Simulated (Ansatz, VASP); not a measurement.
## One calculation of SiC, two programs

```
C Si
1.0
    -1.48680   -2.57522    0.00000
     0.00663   -0.00383   -5.17574
     4.89736   -2.82749   -0.00800
C Si
4 4
Direct
  0.00000 0.94819 0.35539
  0.50000 0.89842 0.82909
  0.00000 0.45785 0.68859
  0.50000 0.58600 0.80347
  0.50000 0.44258 0.10782
  0.00000 0.58943 0.38001
  0.00000 0.06572 0.67586
  0.50000 0.01181 0.15978
```

Alike in both runs: functional PBE; k mesh 12 × 8 × 8; occupations gaussian, width 0.01 eV; no spin polarisation.

Ansatz relaxed the structure, and its values are those at the end. VASP's run is a single point on that final structure, the one shown.

```csv
,VASP,Ansatz
version,VASP 6.6.1,Ansatz 0.2.0
potentials or method,"VASP PAW PBE potentials, release 64 (C, Si), cutoff 520 eV","scalar-relativistic, plane waves, PAW"
valence electrons in the cell,32,32
```

```tsv
	VASP	Ansatz	Ansatz less VASP
gap on the k mesh at the Fermi level (eV)	none	none	-
pressure (GPa)	0.0	0.0	+0.04
rms of the force components (eV/Å)	0.007	0.001	-0.0062
```

A gap of «none» marks a metal or a gap that the smearing closes.
